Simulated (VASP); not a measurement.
The system is LuAlAs2.

```
Al Lu As
1.0
     2.01514    1.16344    6.58142
    -2.01514    1.16344    6.58142
     0.00000   -2.32688    6.58142
Al Lu As
1 1 2
Direct
  0.00000 0.00000 0.00000
  0.50000 0.50000 0.50000
  0.25000 0.25000 0.25000
  0.75000 0.75000 0.75000
```

- Program: VASP 6.6.1
- Task: relaxation of cell and atoms
- Functional: PBE
- Potentials or basis: VASP PAW PBE potentials, release 64 (Al, Lu, As)
- Cutoff: 600 eV
- k mesh: 6 × 6 × 6
- Occupations: fermi-dirac, width 0.02 eV
- Spin: no spin polarisation

At the start: pressure -4.9 GPa; volume 23.15 Å³/atom.

Q: How do energy, volume and symmetry change on relaxing?

A: Over 19 steps the energy falls by 97.9 meV/atom and the volume is 21.00 Å³/atom (-9.3 %); space group R-3m (No. 166, to 0.1 Å) before and after.

Step by step:
| step | energy change (eV) | largest force (eV/Å) | pressure (GPa) | volume (Å³) |
| --- | --- | --- | --- | --- |
| 1 | 0.0000 | 1.1742 | -4.94 | 92.58 |
| 2 | -0.2588 | 1.1599 | 1.38 | 83.34 |
| 3 | -0.2619 | 1.1289 | 2.46 | 82.21 |
| 4 | -0.3742 | 0.2537 | 1.76 | 82.35 |
| 5 | -0.3799 | 0.0065 | 1.66 | 82.39 |
| 6 | -0.3866 | 0.0290 | -1.05 | 85.18 |
| 7 | -0.3899 | 0.0220 | -0.16 | 84.14 |
| 8 | -0.3899 | 0.0217 | -0.09 | 84.11 |
| 9 | -0.3911 | 0.0170 | -0.04 | 84.03 |
| 10 | -0.3914 | 0.0132 | 0.04 | 83.94 |
| 11 | -0.3915 | 0.0141 | 0.05 | 83.96 |
| 12 | -0.3915 | 0.0139 | 0.06 | 83.96 |
| 13 | -0.3915 | 0.0045 | -0.03 | 84.07 |
| 14 | -0.3915 | 0.0100 | -0.03 | 84.00 |
| 15 | -0.3915 | 0.0103 | 0.02 | 84.00 |
| 16 | -0.3915 | 0.0099 | -0.04 | 84.00 |
| 17 | -0.3915 | 0.0106 | 0.01 | 84.00 |
| 18 | -0.3915 | 0.0053 | -0.05 | 84.01 |
| 19 | -0.3915 | 0.0039 | -0.02 | 84.01 |

Final structure:
```xyz
4
Lattice="1.9516 1.1268 6.3675 -1.9516 1.1268 6.3675 0.0000 -2.2535 6.3675" Properties=species:S:1:pos:R:3 pbc="T T T"
Al    0.0000    0.0000    0.0000
Lu    0.0000    0.0000    9.5512
As    0.0000    0.0000    4.9431
As    0.0000    0.0000   14.1594
```
